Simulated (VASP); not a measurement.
# Co14NiW5 in VASP: notebook, part 2 of 2

VASP 6.6.1.

## 4. Single point, PBE

The input, INCAR:

```
PREC     = Accurate       # precision mode
ENCUT    = 400            # plane-wave cutoff, eV
EDIFF    = 1E-6           # SCF threshold, eV
ISMEAR   = -1             # smearing method
SIGMA    = 0.112          # smearing width, eV
LREAL    = Auto         
LASPH    = T              # aspherical terms in the spheres
NELM     = 120            # most SCF steps
ALGO     = Normal         # electronic algorithm
ISIF     = 2              # what is computed and relaxed
LWAVE    = F              # write WAVECAR
LCHARG   = F              # write CHGCAR
GGA      = PE             # functional
ISYM     = -1           
NBANDS   = 119            # bands
GGA_COMPAT= F
```

The input, KPOINTS:

```
explicit points
1
Reciprocal
  0.25000000   0.25000000   0.25000000 1
```

The input, POSCAR:

```
Co14NiW5
1.0
    6.4067140000     -0.0639040000     -0.2633820000
   -0.0639040000      6.1558140000      0.0545630000
   -0.2633820000      0.0545630000      6.6380590000
Co W Ni
14 5 1
Direct
    0.7592682790      0.9031177591      0.5127528670
    0.3980942943      0.2577321288      0.6507664715
    0.1932744207      0.5005330176      0.8380560372
    0.3047379776      0.3320706255      0.2769453734
    0.4623954880      0.6276027260      0.5081149114
    0.5795021297      0.0514746740      0.1654781642
    0.3325638528      0.7556970225      0.1179709665
    0.8626285243      0.2092417034      0.7855580933
    0.9479768060      0.5379951809      0.0489753701
    0.5773369904      0.3924270661      0.9648317638
    0.3426905409      0.9385421814      0.4037204013
    0.6609807264      0.6553750064      0.2221958556
    0.7842280899      0.5700059688      0.6715281270
    0.2666624112      0.1281437550      0.9745005538
    0.0844101687      0.5800072728      0.4532239292
    0.0756644777      0.8993374529      0.7915286851
    0.5420269500      0.8552076739      0.8238241700
    0.9513508790     -0.0448942102      0.1823128207
    0.6917848585      0.3117462278      0.4021227998
    0.0670965913      0.1709432857      0.4664089090
```

Potentials or basis: VASP PAW PBE potentials, release 64 (Co, W_sv, Ni).

Started as:

```
$ cat potpaw_PBE.64/Co/POTCAR potpaw_PBE.64/W_sv/POTCAR potpaw_PBE.64/Ni/POTCAR > POTCAR
$ mpirun -np 1 vasp_std > vasp.out
```

OUTCAR:

```text
PREC = Accurate
   ENCUT = 400
   EDIFF = 1E-6
   ISMEAR = -1
   LREAL = Auto
   LASPH = T
   NELM = 120
   ISIF = 2
   GGA = PE
   ISYM = -1

 ion  position               nearest neighbor table
   1  0.759  0.903  0.513-  13 2.29  12 2.51   5 2.52  20 2.58  17 2.59  18 2.61  16 2.63  19 2.64
                             6 2.65   8 2.67  11 2.72  15 2.97
   2  0.398  0.258  0.651-  20 2.42   3 2.43  10 2.45  14 2.49   5 2.49   4 2.54  11 2.58  19 2.62
                            17 2.85  15 3.06   8 3.06  13 3.10  16 3.17
   3  0.193  0.501  0.838-   9 2.21   2 2.43  14 2.49   7 2.55  16 2.59  10 2.63  15 2.64   8 2.75
                            13 2.80   5 2.98  17 3.10   4 3.11
   4  0.305  0.332  0.277-  20 2.26  14 2.38  15 2.47   5 2.54   2 2.54  19 2.56  11 2.56   6 2.65
                             7 2.80  10 2.83   9 2.94  12 3.04   3 3.11  18 3.24
   5  0.462  0.628  0.508-  11 2.16  13 2.28  12 2.37  15 2.43   2 2.49   1 2.52   4 2.54  17 2.55
                            19 2.60   7 2.76   3 2.98
   6  0.580  0.051  0.165-  19 2.33  14 2.34  11 2.37   7 2.40  18 2.46  10 2.47  12 2.52  17 2.58
                             4 2.65   1 2.65
   7  0.333  0.756  0.118-  11 2.22  12 2.26   6 2.40  14 2.50  17 2.52   3 2.55  16 2.76   5 2.76
                             9 2.79   4 2.80  18 2.82  10 3.00  15 3.01
   8  0.863  0.209  0.786-  16 2.37  13 2.38  10 2.55  20 2.60   1 2.67   9 2.72   3 2.75  19 2.76
                            14 2.84  17 2.99   2 3.06  18 3.06
   9  0.948  0.538  0.049-   3 2.21  12 2.38  10 2.55  13 2.64   8 2.72  18 2.73  15 2.77   7 2.79
                            16 2.93   4 2.94  19 3.25
  10  0.577  0.392  0.965-  12 2.40   2 2.45   6 2.47   9 2.55  14 2.55   8 2.55   3 2.63  13 2.65
                             4 2.83  19 2.97  17 2.99   7 3.00
  11  0.343  0.939  0.404-   5 2.16   7 2.22  20 2.36   6 2.37   4 2.56   2 2.58   1 2.72  15 2.76
                            18 2.81  17 3.01  12 3.05  14 3.07  19 3.17  16 3.21
  12  0.661  0.655  0.222-   7 2.26   5 2.37   9 2.38  10 2.40  19 2.42   1 2.51   6 2.52  18 2.62
                            17 2.95   4 3.04  11 3.05  15 3.05  13 3.06
  13  0.784  0.570  0.672-   5 2.28   1 2.29   8 2.38  19 2.44  15 2.50  17 2.64   9 2.64  10 2.65
                             3 2.80  16 2.81  12 3.06   2 3.10
  14  0.267  0.128  0.975-  16 2.17   6 2.34   4 2.38   2 2.49   3 2.49   7 2.50  10 2.55  17 2.72
                            18 2.73   8 2.84  11 3.07
  15  0.084  0.580  0.453-   5 2.43   4 2.47  13 2.50  20 2.52   3 2.64  11 2.76   9 2.77   1 2.97
                            19 2.98  18 3.00   7 3.01  16 3.02  12 3.05   2 3.06
  16  0.076  0.899  0.792-  14 2.17   8 2.37   3 2.59   1 2.63  20 2.71   7 2.76  18 2.81  13 2.81
                             9 2.93  17 3.00  15 3.02   2 3.17  11 3.21  17 3.45
  17  0.542  0.855  0.824-   7 2.52   5 2.55   6 2.58   1 2.59  13 2.64  14 2.72   2 2.85  12 2.95
                             8 2.99  10 2.99  16 3.00  11 3.01   3 3.10  16 3.45  18 3.45
  18  0.951  0.955  0.182-  20 2.39   6 2.46   1 2.61  12 2.62  14 2.73   9 2.73  16 2.81  11 2.81
                             7 2.82  15 3.00   8 3.06  19 3.22   4 3.24  17 3.45
  19  0.692  0.312  0.402-   6 2.33  12 2.42  13 2.44   4 2.56  20 2.58   5 2.60   2 2.62   1 2.64
                             8 2.76  10 2.97  15 2.98  11 3.17  18 3.22   9 3.25
  20  0.067  0.171  0.466-   4 2.26  11 2.36  18 2.39   2 2.42  15 2.52  19 2.58   1 2.58   8 2.60
                            16 2.71

IMPORTANT INFORMATION: All symmetrisations will be switched off!
NOSYMM: (Re-)initialisation of all symmetry stuff for point group C_1.

----------------------------------------------------------------------------------------

                                     Primitive cell

  volume of cell :     261.3240

  direct lattice vectors                    reciprocal lattice vectors
     6.406714000 -0.063904000 -0.263382000     0.156356410  0.001568274  0.006190950
    -0.063904000  6.155814000  0.054563000     0.001568274  0.162475619 -0.001273279
    -0.263382000  0.054563000  6.638059000     0.006190950 -0.001273279  0.150902554

  length of vectors
     6.412444002  6.156387483  6.643506189     0.156486787  0.162488177  0.151034864
[... 68 lines left out ...]
   ICHARG =      2    charge: 1-file 2-atom 10-const
   ISPIN  =      1    spin polarized calculation?
   LNONCOLLINEAR =      F non collinear calculations
   LSORBIT =      F    spin-orbit coupling
   LASPH  =      T    aspherical Exc in radial PAW
   ENCUT  =  400.0 eV  29.40 Ry    5.42 a.u.  10.46 10.04 10.83*2*pi/ulx,y,z
   NELM   =    120;   NELMIN=  2; NELMDL= -5     # of ELM steps
   EDIFF  = 0.1E-05   stopping-criterion for ELM
   LREAL  =      T    real-space projection
   EDIFFG = 0.1E-04   stopping-criterion for IOM
   NSW    =      0    number of steps for IOM
   IBRION =     -1    ionic relax: 0-MD 1-quasi-New 2-CG
   NFREE  =      0    steps in history (QN), initial steepest desc. (CG)
   ISIF   =      2    stress and relaxation
   ISYM   =     -1    0-nonsym 1-usesym 2-fastsym
   POTIM  = 0.5000    time-step for ionic-motion
   TEBEG  =    0.0;   TEEND  =   0.0 temperature during run
   PSTRESS=    0.0 pullay stress
   NELECT =     206.0000    total number of electrons
   NUPDOWN=      -1.0000    fix difference up-down
   EMIN   =  10.00;   EMAX   =-10.00  energy-range for DOS
   EFERMI =   0.00;   METHOD = LEGACY
   ISMEAR =    -1;   SIGMA  =   0.11  broadening in eV -4-tet -1-fermi 0-gaus
   EFERMI_NEDOS =   21; number of points for ismear=-14 and -15
   IALGO  =     38    algorithm
   IMIX   =      4    mixing-type and parameters
     AMIX     =   0.40;   BMIX     =  1.00
     AMIX_MAG =   1.60;   BMIX_MAG =  1.00
  volume/ion in A,a.u.               =      13.07        88.18
  Fermi-wavevector in a.u.,A,eV,Ry     =   1.512298  2.857830 31.117155  2.287046
  Thomas-Fermi vector in A             =   2.622241
   LORBIT       =      0    0 simple, 1 ext, 2 COOP (PROOUT), +10 PAW based schemes
   GGA     = PE    functional components
   LHFCALC =     F    Hartree Fock is set to
   AEXX    =    0.0000 exact exchange contribution
   IVDW    =     0    specifies the selected vdW correction
   LEPSILON=     F    determine dielectric tensor
   LRPA    =     F    only Hartree local field effects (RPA)
 non-spin polarized calculation
  energy-cutoff  :      400.00
  volume of cell :      261.32
 maximum number of plane-waves:      4761
 NGX is ok and might be reduce to    42
   NGX = 21   NGY = 21   NGZ = 21

 number of electron     206.0000023 magnetization

 Free energy of the ion-electron system (eV)
  ---------------------------------------------------
  ext. energy  EPLUGINS =         0.00000000
  ---------------------------------------------------
  free energy    TOTEN  =      -161.00338067 eV

  energy without entropy =     -159.52208182  energy(sigma->0) =     -160.26273125

 E-fermi :   9.4688     XC(G=0): -12.9819

 val. band max:        9.4324605884   @ k =   0.2500   0.2500   0.2500
 cond. band min:       9.4787780901   @ k =   0.2500   0.2500   0.2500
 fundamental gap:      0.0463175017
 Fermi energy:         9.4688362920

 k-point     1 :       0.2500    0.2500    0.2500
  band No.  band energies     occupation
      1     -65.0553      2.00000
      2     -64.9404      2.00000
      3     -64.7892      2.00000
      4     -64.7730      2.00000
      5     -64.7695      2.00000
      6     -29.2209      2.00000
[... 107 lines left out ...]
    114      10.2291      0.00225
    115      10.4067      0.00046
 [bands above 115 left out]

------------------------ aborting loop because EDIFF is reached ----------------------------------------

  FORCE on cell =-STRESS in cart. coord.  units (eV):
  Direction    XX          YY          ZZ          XY          YZ          ZX
  --------------------------------------------------------------------------------------
  -------------------------------------------------------------------------------------
  Total      -21.8439126    -13.7358795    -16.4010874     -3.3024090      9.4300154      0.4265606
  in kB     -133.9250290    -84.2146779   -100.5550676    -20.2470698     57.8154250      2.6152429
  external PRESSURE =    -106.2315915 kB  Pullay stress =       0.0000000 kB

 VOLUME and BASIS-vectors are now :
 -----------------------------------------------------------------------------
  energy-cutoff  :      400.00
  volume of cell :      261.32
      direct lattice vectors                 reciprocal lattice vectors
     6.406714000 -0.063904000 -0.263382000     0.156356410  0.001568274  0.006190950
    -0.063904000  6.155814000  0.054563000     0.001568274  0.162475619 -0.001273279
    -0.263382000  0.054563000  6.638059000     0.006190950 -0.001273279  0.150902554

 POSITION                                       TOTAL-FORCE (eV/Angst)
 -----------------------------------------------------------------------------------
      4.67165      5.53888      3.25298         0.197296      0.863459     -0.755213
      2.36261      1.59662      4.22904         0.729195     -0.562369     -0.327035
      0.98554      3.11456      5.53947         1.047925      0.073666     -1.513568
      1.85821      2.03980      1.77624         0.756502      0.714695     -1.089541
      2.78850      3.86158      3.28535         0.068477     -1.265211      0.919110
      3.66583      0.28886      0.94863         0.504355     -0.695281     -0.510826
[... 12 lines left out ...]
      4.30623      1.89679      2.50412        -0.082345     -0.298292      0.436572
      0.29610      1.07346      3.08771        -1.242704     -0.033206      1.780098
 -----------------------------------------------------------------------------------
    total drift:                               -0.007836     -0.002938      0.004822

  FREE ENERGIE OF THE ION-ELECTRON SYSTEM (eV)
  ---------------------------------------------------
  free  energy   TOTEN  =      -161.0033806686 eV

  energy  without entropy=     -159.5220818248  energy(sigma->0) =     -160.26273125
```

Run time: 3 min. Hardware: 1 thread of AMD EPYC 7R43 (Zen 3), shared host; peak memory 0.24 GiB.

Results:

| Quantity | Value |
| --- | --- |
| Free energy | -161.0034 eV |
| Pressure | -10.6 GPa |
| Largest force | 3.082 eV/Å |

Forces in eV/Å, atoms in the order of the input:
```
Co   0.197  0.863 -0.755
Co   0.729 -0.562 -0.327
Co   1.048  0.074 -1.514
Co   0.757  0.715 -1.090
Co   0.068 -1.265  0.919
Co   0.504 -0.695 -0.511
Co  -1.612 -1.387 -1.105
Co  -0.826 -0.110  0.468
Co  -0.100  0.237  0.475
Co  -0.104  0.146  0.167
Co  -0.566  1.691  1.216
Co   0.879  0.992 -0.164
Co   1.065 -0.444  2.100
Co   0.926  2.139  0.556
W   -0.892  0.960 -0.510
W   -0.866 -2.511 -1.565
W    0.164  0.111  0.348
W   -0.047 -0.620 -0.925
W   -0.082 -0.298  0.437
Ni  -1.243 -0.033  1.780
```

Levels at points of the mesh, in eV from the Fermi level:
| k point | band 100 | band 101 | band 102 | band 103 | band 104 | band 105 | band 106 | band 107 |
| --- | --- | --- | --- | --- | --- | --- | --- | --- |
| (0.25, 0.25, 0.25) | -0.18 | -0.13 | -0.07 | -0.04 | 0.01 | 0.05 | 0.10 | 0.20 |

Caveat: the atoms stand as in a frame of molecular dynamics; spin-orbit coupling is left out, which moves the levels of the heavy elements; the run has no spin polarisation, though such a crystal can be magnetic. Spin polarisation is off, so any magnetic state and its effect on volume and gap are missing.

## 5. The runs side by side

```tsv
cell	pressure (GPa)	largest force (eV/Å)
as given, atomic positions A	-7.1	2.78
as given, atomic positions B	-11.6	2.56
as given, atomic positions C	-10.6	3.08
```

Alike in all rows: task single point; level PBE; potentials or basis VASP PAW PBE potentials, release 64 (Co, W_sv, Ni); no spin polarisation; k mesh 1 × 1 × 1, shifted; cutoff (eV) 400; smearing fermi-dirac 0.112 eV.

Caveats: the atoms stand as in a frame of molecular dynamics; spin-orbit coupling is left out, which moves the levels of the heavy elements; the run has no spin polarisation, though such a crystal can be magnetic.

Absolute energies hang on the potentials; compare differences alone.
